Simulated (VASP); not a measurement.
Wanted: the native input for a VASP 6.6.1 run.

| Item | Value |
| --- | --- |
| Task | single point |
| Functional | PBE |
| Potentials or basis | VASP PAW PBE potentials, release 64 (Br) |
| Cutoff | 520 eV |
| k mesh | 13 × 13 × 13 |
| Occupations | fermi-dirac, width 0.02 eV |
| Spin | no spin polarisation |
| Dipole correction | no |
| Further INCAR settings | ALGO = Normal; EDIFF = 1e-06; NBANDS = 10 |

The structure of Br lies in POSCAR:

```
Br
1.0
    2.6575765256      0.0000000000      0.0000000000
    0.0000000000      2.6575765256      0.0000000000
    0.0000000000      0.0000000000      2.6575765256
Br
1
Direct
    0.0000000000      0.0000000000      0.0000000000
```

The input as run:

INCAR

```
SYSTEM = Br
  ALGO = Normal
  EDIFF = 1E-6
  ENCUT = 520
  GGA = PE
  ISIF = 2
  ISMEAR = -1
  LASPH = .True.
  LCHARG = .False.
  LREAL = .False.
  LWAVE = .False.
  NBANDS = 10
  NELM = 60
  PREC = Accurate
  SIGMA = 0.02
```

KPOINTS

```
k-points
0
Gamma
  13 13 13
  0 0 0
```

Potentials or basis: VASP PAW PBE potentials, release 64 (Br).

Launch:

```sh
$ cat potpaw_PBE.64/Br/POTCAR > POTCAR
$ mpirun -np 1 vasp_std > vasp.out
```

It gave:

```
Pressure : 45.0 GPa
```

Caveat: an odd number of electrons without spin polarisation forces a metal; a magnetic or distorted state may lie lower.

Wall time 5.8 s on 1 thread of Intel(R) Xeon(R) Platinum 8488C (Sapphire Rapids), with other jobs on the host, peak memory 0.12 GiB.
